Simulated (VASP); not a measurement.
# As (P6/mmm) in VASP: a series of runs

The runs below take As through single point, relaxation of shape and atoms at fixed volume, with PBE.

All numbers are computed with VASP 6.6.1; they aren't measurements. Logs are shortened: lines on timing, memory, paths and dates and some standing lists are left out, and cuts for length are marked.

## Step 1: The cell of the first run

The structure is hexagonal, space group P6/mmm (No. 191). Conventional cell: a = 4.862 Å, b = 4.862 Å, c = 2.826 Å, α = 90.00°, β = 90.00°, γ = 120.00°. Within 3.7 Å of As (site symmetry 6/mmm) lie 14 As at 2.83 to 3.14 Å. Within 3.7 Å of As (site symmetry -6m2) lie 11 As at 2.81 to 3.14 Å.

## Step 2: Single point, PBE

Contents of INCAR:

```
  ALGO = Normal
  EDIFF = 1E-6
  ENCUT = 520
  GGA = PE
  ISIF = 2
  ISMEAR = -1
  LASPH = T
  LCHARG = F
  LREAL = F
  LWAVE = F
  NBANDS = 14
  NELM = 100
  PREC = Accurate
  SIGMA = 0.1
```

Contents of KPOINTS:

```
k-points
0
Gamma
  8 8 10
```

Contents of POSCAR:

```
As
1.0
    4.8616439287      0.0000000000      0.0000000000
   -2.4308219644      4.2103071464      0.0000000000
    0.0000000000      0.0000000000      2.8264625668
As
3
Direct
    0.0000000000      0.0000000000      0.0000000000
    0.3333333333      0.6666666667      0.5000000000
    0.6666666667      0.3333333333      0.5000000000
```

Potentials or basis: VASP PAW PBE potentials, release 64 (As).

The run is started by

```
cat potpaw_PBE.64/As/POTCAR > POTCAR
mpirun -np 1 vasp_std > vasp.out
```

OUTCAR:

```text
EDIFF = 1E-6
   ENCUT = 520
   GGA = PE
   ISIF = 2
   ISMEAR = -1
   LASPH = T
   LREAL = F
   NELM = 100
   PREC = Accurate

 ion  position               nearest neighbor table
   1  0.000  0.000  0.000-
   2  0.333  0.667  0.500-   3 2.81   3 2.81   3 2.81
   3  0.667  0.333  0.500-   2 2.81   2 2.81   2 2.81

  LATTYP: Found a hexagonal cell.
 ALAT       =     4.8616439287
 C/A-ratio  =     0.5813800040

  Lattice vectors:

 A1 = (   4.8616439287,   0.0000000000,   0.0000000000)
 A2 = (  -2.4308219644,   4.2103071464,   0.0000000000)
 A3 = (   0.0000000000,   0.0000000000,   2.8264625668)

Analysis of symmetry for initial positions (statically):
=====================================================================
 Subroutine PRICEL returns:
 Original cell was already a primitive cell.

 Routine SETGRP: Setting up the symmetry group for a
 hexagonal supercell.

 Subroutine GETGRP returns: Found 24 space group operations
 (whereof 24 operations were pure point group operations)
 out of a pool of 24 trial point group operations.

The static configuration has the point symmetry D_6h.

Analysis of symmetry for dynamics (positions and initial velocities):
=====================================================================
 Subroutine PRICEL returns:
 Original cell was already a primitive cell.

 Routine SETGRP: Setting up the symmetry group for a
 hexagonal supercell.

 Subroutine GETGRP returns: Found 24 space group operations
 (whereof 24 operations were pure point group operations)
 out of a pool of 24 trial point group operations.

The dynamic configuration has the point symmetry D_6h.

 Subroutine INISYM returns: Found 24 space group operations
 (whereof 24 operations are pure point group operations),
 and found     1 'primitive' translations

----------------------------------------------------------------------------------------

                                     Primitive cell

  volume of cell :      57.8549

  direct lattice vectors                    reciprocal lattice vectors
     4.861643929  0.000000000  0.000000000     0.205691740  0.118756182  0.000000000
    -2.430821964  4.210307146  0.000000000     0.000000000  0.237512363  0.000000000
     0.000000000  0.000000000  2.826462567     0.000000000  0.000000000  0.353799131

  length of vectors
     4.861643929  4.861643929  2.826462567     0.237512363  0.237512363  0.353799131

  position of ions in fractional coordinates (direct lattice)
     0.000000000  0.000000000  0.000000000
     0.333333333  0.666666667  0.500000000
     0.666666667  0.333333333  0.500000000

  ion indices of the primitive-cell ions
   primitive index   ion index
                 1           1
                 2           2
                 3           3

----------------------------------------------------------------------------------------

 KPOINTS: k-points

Automatic generation of k-mesh.
 Grid dimensions read from file:
 generate k-points for:    8    8   10

 Generating k-lattice:

  Cartesian coordinates                     Fractional coordinates (reciprocal lattice)
     0.025711468  0.014844523  0.000000000     0.125000000  0.000000000  0.000000000
     0.000000000  0.029689045  0.000000000     0.000000000  0.125000000  0.000000000
     0.000000000  0.000000000  0.035379913     0.000000000  0.000000000  0.100000000

  Length of vectors
     0.029689045  0.029689045  0.035379913

  Shift w.r.t. Gamma in fractional coordinates (k-lattice)
     0.000000000  0.000000000  0.000000000

 Subroutine IBZKPT returns following result:
 ===========================================

 Found     60 irreducible k-points:

 Following reciprocal coordinates:
            Coordinates               Weight
  0.000000  0.000000  0.000000      1.000000
  0.125000  0.000000  0.000000      6.000000
  0.250000  0.000000  0.000000      6.000000
  0.375000  0.000000  0.000000      6.000000
  0.500000  0.000000  0.000000      3.000000
  0.125000  0.125000  0.000000      6.000000
[... 16 lines left out ...]
  0.250000  0.000000  0.200000     12.000000
  0.375000  0.000000  0.200000     12.000000
 [... further k-points ...]
   k-points           NKPTS =     60   k-points in BZ     NKDIM =     60   number of bands    NBANDS=     14
   number of dos      NEDOS =    301   number of ions     NIONS =      3
   total plane-waves  NPLWV =  31104
   dimension x,y,z NGX =    36 NGY =   36 NGZ =   24
   dimension x,y,z NGXF=    72 NGYF=   72 NGZF=   48
   ions per type =               3
   NGX,Y,Z   is equivalent  to a cutoff of  12.31, 12.31, 14.12 a.u.
   NGXF,Y,Z  is equivalent  to a cutoff of  24.62, 24.62, 28.23 a.u.
 SYSTEM =  unknown system
   PREC   = accura    normal or accurate (medium, high low for compatibility)
   ISTART =      0    job   : 0-new  1-cont  2-samecut
   ICHARG =      2    charge: 1-file 2-atom 10-const
   ISPIN  =      1    spin polarized calculation?
   LNONCOLLINEAR =      F non collinear calculations
   LSORBIT =      F    spin-orbit coupling
   LASPH  =      T    aspherical Exc in radial PAW
   ENCUT  =  520.0 eV  38.22 Ry    6.18 a.u.   9.04  9.04  5.26*2*pi/ulx,y,z
   NELM   =    100;   NELMIN=  2; NELMDL= -5     # of ELM steps
   EDIFF  = 0.1E-05   stopping-criterion for ELM
   LREAL  =      F    real-space projection
   EDIFFG = 0.1E-04   stopping-criterion for IOM
   NSW    =      0    number of steps for IOM
   IBRION =     -1    ionic relax: 0-MD 1-quasi-New 2-CG
   NFREE  =      0    steps in history (QN), initial steepest desc. (CG)
   ISIF   =      2    stress and relaxation
   ISYM   =      2    0-nonsym 1-usesym 2-fastsym
   POTIM  = 0.5000    time-step for ionic-motion
   TEBEG  =    0.0;   TEEND  =   0.0 temperature during run
   PSTRESS=    0.0 pullay stress
   NELECT =      15.0000    total number of electrons
   NUPDOWN=      -1.0000    fix difference up-down
   EMIN   =  10.00;   EMAX   =-10.00  energy-range for DOS
   EFERMI =   0.00;   METHOD = LEGACY
   ISMEAR =    -1;   SIGMA  =   0.10  broadening in eV -4-tet -1-fermi 0-gaus
   EFERMI_NEDOS =   21; number of points for ismear=-14 and -15
   IALGO  =     38    algorithm
   IMIX   =      4    mixing-type and parameters
     AMIX     =   0.40;   BMIX     =  1.00
     AMIX_MAG =   1.60;   BMIX_MAG =  1.00
  volume/ion in A,a.u.               =      19.28       130.14
  Fermi-wavevector in a.u.,A,eV,Ry     =   1.043899  1.972683 14.826614  1.089725
  Thomas-Fermi vector in A             =   2.178628
   LORBIT       =      0    0 simple, 1 ext, 2 COOP (PROOUT), +10 PAW based schemes
   GGA     = PE    functional components
[... 5 lines left out ...]
 non-spin polarized calculation
  energy-cutoff  :      520.00
  volume of cell :       57.85
 maximum number of plane-waves:      1577
   NGX = 19   NGY = 19   NGZ = 11

 number of electron      14.9999997 magnetization

 Free energy of the ion-electron system (eV)
  ---------------------------------------------------
  ext. energy  EPLUGINS =         0.00000000
  ---------------------------------------------------
  free energy    TOTEN  =       -12.72134583 eV

  energy without entropy =      -12.66917051  energy(sigma->0) =      -12.69525817

 E-fermi :   6.2555     XC(G=0): -10.7051

 val. band max:        6.1889789198   @ k =   0.1250   0.0000   0.3000
 cond. band min:       6.2922852204   @ k =   0.3750   0.0000   0.2000
 fundamental gap:      0.1033063006
 Fermi energy:         6.2554550672

 k-point     1 :       0.0000    0.0000    0.0000
  band No.  band energies     occupation
      1      -8.6682      2.00000
      2      -3.4718      2.00000
      3      -3.2827      2.00000
      4       1.7217      2.00000
      5       1.7217      2.00000
      6       2.0028      2.00000
      7       2.0028      2.00000
      8       8.8414      0.00000
      9      11.8187      0.00000
     10      11.8187      0.00000
     11      12.7861      0.00000
     12      12.8024      0.00000
     13      13.5390      0.00000
     14      18.6497      0.00000

 k-point     2 :       0.1250    0.0000    0.0000
  band No.  band energies     occupation
      1      -8.5454      2.00000
      2      -3.7492      2.00000
      3      -3.5553      2.00000
      4       0.9614      2.00000
      5       1.4247      2.00000
      6       2.9989      2.00000
      7       3.3126      2.00000
      8       8.9549      0.00000
      9      10.9177      0.00000
     10      11.5265      0.00000
     11      12.6182      0.00000
     12      12.6765      0.00000
     13      13.6726      0.00000
     14      18.4632      0.00000

 k-point     3 :       0.2500    0.0000    0.0000
  band No.  band energies     occupation
      1      -8.1789      2.00000
      2      -4.6465      2.00000
      3      -3.9280      2.00000
      4       0.3226      2.00000
      5       2.0667      2.00000
      6       4.3372      2.00000
      7       5.2890      1.99987
      8       9.0386      0.00000
      9       9.2901      0.00000
     10      10.6170      0.00000
     11      12.0844      0.00000
     12      12.4491      0.00000
     13      14.0480      0.00000
     14      17.1355      0.00000
[... 324 lines left out ...]
 k-point    23 :       0.2500    0.0000    0.2000
  band No.  band energies     occupation
      1      -7.4864      2.00000
      2      -4.0216      2.00000
      3      -3.3316      2.00000
      4       1.0116      2.00000
      5       2.5761      2.00000
      6       4.7742      2.00000
      7       4.9219      2.00000
      8       6.0916      1.67460
      9       7.7221      0.00000
     10       8.4952      0.00000
     11       9.7627      0.00000
     12      10.3327      0.00000
     13      14.9994      0.00000
     14      15.5933      0.00000

 k-point    24 :       0.3750    0.0000    0.2000
  band No.  band energies     occupation
      1      -6.8895      2.00000
      2      -5.0791      2.00000
      3      -3.5823      2.00000
      4       0.6316      2.00000
      5       3.6529      2.00000
      6       5.5613      1.99807
      7       6.2923      0.81790
      8       6.3332      0.62984
      9       7.9372      0.00000
     10       8.3940      0.00000
     11       8.4824      0.00000
     12       9.3339      0.00000
     13      14.2220      0.00000
     14      15.4606      0.00000

 [... further k-points ...]
[... 5 lines left out ...]
  --------------------------------------------------------------------------------------
  -------------------------------------------------------------------------------------
  Total        0.0219011      0.0219011      0.0331499     -0.0000000      0.0000000     -0.0000000
  in kB        0.6065078      0.6065078      0.9180204     -0.0000000      0.0000000     -0.0000000
  external PRESSURE =       0.7103453 kB  Pullay stress =       0.0000000 kB

 VOLUME and BASIS-vectors are now :
 -----------------------------------------------------------------------------
  energy-cutoff  :      520.00
  volume of cell :       57.85
      direct lattice vectors                 reciprocal lattice vectors
     4.861643929  0.000000000  0.000000000     0.205691740  0.118756182  0.000000000
    -2.430821964  4.210307146  0.000000000     0.000000000  0.237512363  0.000000000
     0.000000000  0.000000000  2.826462567     0.000000000  0.000000000  0.353799131

 POSITION                                       TOTAL-FORCE (eV/Angst)
 -----------------------------------------------------------------------------------
      0.00000      0.00000      0.00000         0.000000      0.000000     -0.000000
     -0.00000      2.80687      1.41323         0.000000     -0.000000      0.000000
      2.43082      1.40344      1.41323        -0.000000      0.000000     -0.000000
 -----------------------------------------------------------------------------------
    total drift:                                0.000000      0.000000     -0.000000

  FREE ENERGIE OF THE ION-ELECTRON SYSTEM (eV)
  ---------------------------------------------------
  free  energy   TOTEN  =       -12.7213458255 eV

  energy  without entropy=      -12.6691705069  energy(sigma->0) =      -12.69525817
```

It took 24 s on 1 thread of Intel Xeon Platinum 8259CL at 2.50GHz (Skylake/Cascade Lake), shared host; peak memory 0.19 GiB.

Results:

```yaml
Free_energy: -12.7213 eV
Pressure: 0.1 GPa
```

## Step 3: Single point, PBE

Contents of INCAR:

```
SYSTEM = As
  PREC = Accurate
  ENCUT = 520
  EDIFF = 1E-6
  ISMEAR = -1
  SIGMA = 0.1
  LREAL = .False.
  LASPH = .True.
  NELM = 100
  ALGO = Normal
  ISIF = 2
  LWAVE = .False.
  LCHARG = .True.
  GGA = PE
  LELF = .True.
  LVHAR = .True.
  NBANDS = 14
```

Contents of KPOINTS:

```
Automatic mesh
0
Gamma
  8 8 10
  0 0 0
```

POSCAR is that of step 2.

Potentials or basis: VASP PAW PBE potentials, release 64 (As).

The run is started by

```
cat potpaw_PBE.64/As/POTCAR > POTCAR
mpirun -np 1 vasp_std > vasp.out
```

Wall time 25 s (1 thread of Intel Xeon Platinum 8259CL at 2.50GHz (Skylake/Cascade Lake), shared host); peak memory 0.19 GiB.

The run converged. Its results:

```yaml
Free_energy: -12.7213 eV
Pressure: 0.1 GPa
```

Levels at points of the mesh, in eV from the Fermi level:
```csv
k point,band 6,band 7,band 8,band 9,band 10,band 11
"(0.00, 0.00, 0.00)",-4.25,-4.25,2.59,5.56,5.56,6.53
"(0.50, 0.00, 0.00)",-1.09,1.05,1.49,2.31,4.27,4.28
"(0.00, 0.00, 0.50)",-2.45,-2.17,-2.17,-0.41,-0.41,0.73
"(0.50, 0.00, 0.50)",-3.75,-3.11,-1.03,1.47,2.38,2.92
```

## Step 4: Relaxation of shape and atoms at fixed volume, PBE

This run uses another cell than the first one, of 9.64 Å³/atom, 0.500 times its volume.

Contents of INCAR:

```
SYSTEM = As
ALGO     = Normal         ! electronic algorithm
EDIFF    = 1E-7           ! SCF threshold, eV
EDIFFG   = -0.005         ! ionic threshold
ENCUT    = 600            ! plane-wave cutoff, eV
GGA      = PE             ! functional
IBRION   = 2              ! ionic algorithm
ISIF     = 4              ! what is computed and relaxed
ISMEAR   = -1             ! smearing method
LASPH    = .True.         ! aspherical terms in the spheres
LCHARG   = .False.        ! write CHGCAR
LREAL    = .False.        ! projectors in reciprocal space
LWAVE    = .False.        ! write WAVECAR
NELM     = 100            ! most SCF steps
NSW      = 50             ! ionic steps
PREC     = Accurate       ! precision mode
SIGMA    = 0.1            ! smearing width, eV
```

Contents of KPOINTS:

```
k-points
0
Gamma
  8 8 10
  0 0 0
```

Contents of POSCAR:

```
As
1.0
    3.8586893434      0.0000000000      0.0000000000
   -1.9293446717      3.3417229967      0.0000000000
    0.0000000000      0.0000000000      2.2433648259
As
3
Direct
    0.0000000000      0.0000000000      0.0000000000
    0.3333333333      0.6666666667      0.5000000000
    0.6666666667      0.3333333333      0.5000000000
```

The run is started by

```
cat potpaw_PBE.64/As/POTCAR > POTCAR
mpirun -np 1 vasp_std > vasp.out
```

Run time: 29 s. Hardware: 1 thread of AMD EPYC 9R45 (Zen 5), shared host; peak memory 0.13 GiB.

It converged, with:

| Property | Result |
| --- | --- |
| Free energy | -0.4540 eV |
| Energy gained by relaxing | 0.6 meV/atom |
| Ionic steps | 5 |
| Pressure after relaxing | 255.1 GPa |

Step by step:
| step | energy change (eV) | largest force (eV/Å) | pressure (GPa) | volume (Å³) |
| --- | --- | --- | --- | --- |
| 1 | 0.0000 | 0.0000 | 255.18 | 28.93 |
| 2 | 0.0130 | 0.0000 | 255.12 | 28.93 |
| 3 | -0.0018 | 0.0000 | 255.14 | 28.93 |
| 4 | -0.0018 | 0.0000 | 255.14 | 28.93 |
| 5 | -0.0018 | 0.0000 | 255.14 | 28.93 |

Final structure:
```
CELL_PARAMETERS angstrom
3.85283 0.00000 0.00000
-1.92642 3.33665 0.00000
0.00000 0.00000 2.25019
ATOMIC_POSITIONS crystal
As 0.00000 0.00000 0.00000
As 0.33333 0.66667 0.50000
As 0.66667 0.33333 0.50000
```

Levels at points of the mesh, in eV from the Fermi level:
| k point | band 6 | band 7 | band 8 | band 9 | band 10 | band 11 |
| --- | --- | --- | --- | --- | --- | --- |
| (0.00, 0.00, 0.00) | -9.80 | -9.80 | 3.98 | 8.39 | 13.07 | 13.07 |
| (0.50, 0.00, 0.00) | -0.41 | 0.34 | 0.51 | 4.31 | 7.58 | 7.63 |
| (0.00, 0.00, 0.50) | -4.55 | -2.86 | -2.54 | -2.54 | -1.75 | -1.61 |
| (0.50, 0.00, 0.50) | -6.63 | -6.58 | -4.36 | 4.63 | 4.84 | 6.24 |

Caveat: the bands computed are all filled at some k points, so no gap is given.

[end of part 1 of 2]
